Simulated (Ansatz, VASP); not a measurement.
## Si5Br2: VASP beside Ansatz

```
CELL_PARAMETERS angstrom
3.65388 0.00000 0.00000
0.00000 3.65388 0.00000
0.00000 0.00000 12.26442
ATOMIC_POSITIONS crystal
Si 0.00000 0.50000 0.00000
Si 0.50000 0.00000 0.00000
Si 0.00000 0.00000 0.14114
Si 0.00000 0.00000 0.85886
Si 0.50000 0.50000 0.50000
Br 0.50000 0.50000 0.71021
Br 0.50000 0.50000 0.28979
```

Alike in both runs: functional PBE; k mesh 4 × 4 × 4; occupations gaussian, width 0.1 eV; no spin polarisation.

Ansatz relaxed the structure, and its values are those at the end. VASP's run is a single point on that final structure, the one shown.

|  | VASP | Ansatz |
| --- | --- | --- |
| version | VASP 6.6.1 | Ansatz 0.2.0 |
| potentials or method | VASP PAW PBE potentials, release 64 (Si, Br), cutoff 520 eV | scalar-relativistic, plane waves, PAW |
| valence electrons in the cell | 34 | 34 |

VASP gave:

```
gap on the k mesh at the Fermi level (eV) : none
pressure (GPa)                            : 0.0
rms of the force components (eV/Å)        : 0.009
```

Q: Estimate Ansatz's values.

A: gap on the k mesh at the Fermi level (eV): none; pressure (GPa): 0.0; rms of the force components (eV/Å): 0.006.

A gap of «none» marks a metal or a gap that the smearing closes.

The k mesh is coarse, so the values compare programs but aren't converged.
